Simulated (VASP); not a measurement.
Wanted: the native input for a VASP 6.6.1 run.

| Quantity | Value |
| --- | --- |
| Task | single point |
| Functional | PBE |
| Potentials or basis | VASP PAW PBE potentials, release 64 (Hf_pv, C) |
| Cutoff | 520 eV |
| k mesh | 6 × 6 × 6 |
| Occupations | fermi-dirac, width 0.1 eV |
| Spin | no spin polarisation |
| Dipole correction | no |
| Further INCAR settings | ALGO = Normal; EDIFF = 1e-06; NBANDS = 14 |

The structure of HfC lies in POSCAR:

```
HfC
1.0
   -0.0459431718      2.3373713450      2.3552414618
    2.2410224638      0.0540496159      2.2552386908
    2.2935246673      2.2898707775      0.0015474123
Hf C
1 1
Direct
    0.5451300000      0.4898700000      0.4574200000
    0.9764300000      0.9958400000      0.9861200000
```

One way to write it, as run:

INCAR

```
SYSTEM = HfC
PREC = Accurate
ENCUT = 520
EDIFF = 1E-6
ISMEAR = -1
SIGMA = 0.1
LREAL = .FALSE.
LASPH = .TRUE.
NELM = 100
ALGO = Normal
ISIF = 2
LWAVE = .FALSE.
LCHARG = .TRUE.
GGA = PE
LELF = .TRUE.
LVHAR = .TRUE.
NBANDS = 14
```

KPOINTS

```
Automatic mesh
0
G
  6 6 6
  0 0 0
```

Potentials or basis: VASP PAW PBE potentials, release 64 (Hf_pv, C).

Command:

```sh
$ cat potpaw_PBE.64/Hf_pv/POTCAR potpaw_PBE.64/C/POTCAR > POTCAR
$ mpirun -np 1 vasp_std > vasp.out
```

It gave:

- Pressure: 14.3 GPa
- Largest force: 1.618 eV/Å
- Band gap on the k mesh: zero (band 7 reaches 6.73 eV, above the bottom of band 8 at 6.45 eV)

Caveat: the k points lie up to 0.41 Å⁻¹ apart; spin-orbit coupling is left out, which moves the levels of the heavy elements; forces of over 1 eV/Å act on the atoms, so gaps and moduli don't describe the material at rest.

Wall time 56 s on 1 thread of AMD EPYC 7R13 (shared host), peak memory 0.14 GiB.
